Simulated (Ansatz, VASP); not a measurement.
**AlN: VASP beside Ansatz**

```
Al N
1.0
     3.29215    0.00000    0.00000
    -1.64607    2.85108    0.00000
     0.00000    0.00000    4.13718
Al N
2 2
Direct
  0.33333 0.66667 0.25000
  0.66667 0.33333 0.75000
  0.33333 0.66667 0.75000
  0.66667 0.33333 0.25000
```

Alike in both runs: functional r2SCAN; k mesh 12 × 12 × 6; occupations gaussian, width 0.02 eV; no spin polarisation.

Ansatz relaxed the structure, and its values are those at the end. VASP's run is a single point on that final structure, the one shown.

```csv
,VASP,Ansatz
version,VASP 6.6.1,Ansatz 0.2.0
potentials or method,"VASP PAW PBE potentials, release 64 (Al, N), cutoff 520 eV","scalar-relativistic, plane waves, PAW"
valence electrons in the cell,16,16
```

|  | VASP | Ansatz | Ansatz less VASP |
| --- | --- | --- | --- |
| gap on the k mesh at the Fermi level (eV) | 4.06 | 4.03 | -0.031 |
| least direct gap on the mesh (eV) | 4.06 | 4.03 | -0.031 |
| pressure (GPa) | -0.6 | 0.0 | +0.58 |

VASP's potentials were made for PBE, not for r2SCAN. With one functional, cell and mesh, what is left measures potentials, basis and numerics.
